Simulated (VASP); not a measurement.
Input of a VASP 6.6.1 run:

Contents of INCAR:

```
SYSTEM = SnS
ALGO = Normal
EDIFF = 1E-6
ENCUT = 500
GGA = PE
GGA_COMPAT = .False.
ISIF = 2
ISMEAR = -1
LASPH = .True.
LCHARG = .False.
LREAL = .False.
LWAVE = .False.
NBANDS = 50
NELM = 120
PREC = Accurate
SIGMA = 0.02
```

KPOINTS

```
k-points
0
Gamma
  4 11 10
  0 0 0
```

Contents of POSCAR:

```
SnS
1.0
   11.3200000000      0.0000000000      0.0000000000
    0.0000000000      4.0500000000      0.0000000000
    0.0000000000      0.0000000000      4.1147400000
Sn S
4 4
Direct
    0.1203749805      0.2500000000      0.0903673421
    0.3796250195      0.7500000000      0.5903673421
    0.6203749805      0.2500000000      0.4096326579
    0.8796250195      0.7500000000      0.9096326579
    0.8515067832      0.2500000000      0.4775227930
    0.6484932168      0.7500000000      0.9775227930
    0.3515067832      0.2500000000      0.0224772070
    0.1484932168      0.7500000000      0.5224772070
```

Potentials or basis: VASP PAW PBE potentials, release 64 (Sn_d, S).

The run is started by

```console
$ cat potpaw_PBE.64/Sn_d/POTCAR potpaw_PBE.64/S/POTCAR > POTCAR
$ mpirun -np 1 vasp_std > vasp.out
```

What does it give for the pressure?

2.5 GPa.

What does it give for the largest force?

0.007 eV/Å.

Stress tensor (GPa, compression positive):
```
1.86 0.00 0.00
0.00 2.33 0.00
0.00 0.00 3.26
```

Caveat: the cell differs from its parent crystal (z stretched by -3 %, then relaxed in part).
